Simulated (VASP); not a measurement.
Crystal: Ge3MoRu.

```
CELL_PARAMETERS angstrom
4.62075 0.00000 0.00000
0.00000 4.62075 0.00000
0.00000 0.00000 4.62075
ATOMIC_POSITIONS crystal
Ge 0.50000 0.00000 0.50000
Ge 0.00000 0.50000 0.50000
Ge 0.50000 0.50000 0.00000
Mo 0.00000 0.00000 0.00000
Ru 0.50000 0.50000 0.50000
```

- Program: VASP 6.6.1
- Task: relaxation of cell and atoms
- Functional: PBE
- Potentials or basis: VASP PAW PBE potentials, release 64 (Ge_d, Mo_sv, Ru_pv)
- Cutoff: 600 eV
- k mesh: 4 × 4 × 4
- Occupations: gaussian, width 0.1 eV
- Spin: no spin polarisation

At the start: pressure 4.3 GPa; volume 19.73 Å³/atom.

Task: Where does the relaxation end?

Result: Over 3 steps the energy falls by 10.3 meV/atom and the volume is 20.54 Å³/atom (+4.1 %); space group Pm-3m (No. 221, to 0.05 Å).

The path:
```csv
step,energy change (eV),largest force (eV/Å),pressure (GPa),volume (Å³)
1,0.0000,0.0000,4.26,98.66
2,-0.0138,0.0000,-3.20,106.34
3,-0.0514,0.0000,0.01,102.69
```

Final structure:
```
CELL_PARAMETERS angstrom
4.68286 0.00000 0.00000
0.00000 4.68286 0.00000
0.00000 0.00000 4.68286
ATOMIC_POSITIONS crystal
Ge 0.50000 0.00000 0.50000
Ge 0.00000 0.50000 0.50000
Ge 0.50000 0.50000 0.00000
Mo 0.00000 0.00000 0.00000
Ru 0.50000 0.50000 0.50000
```
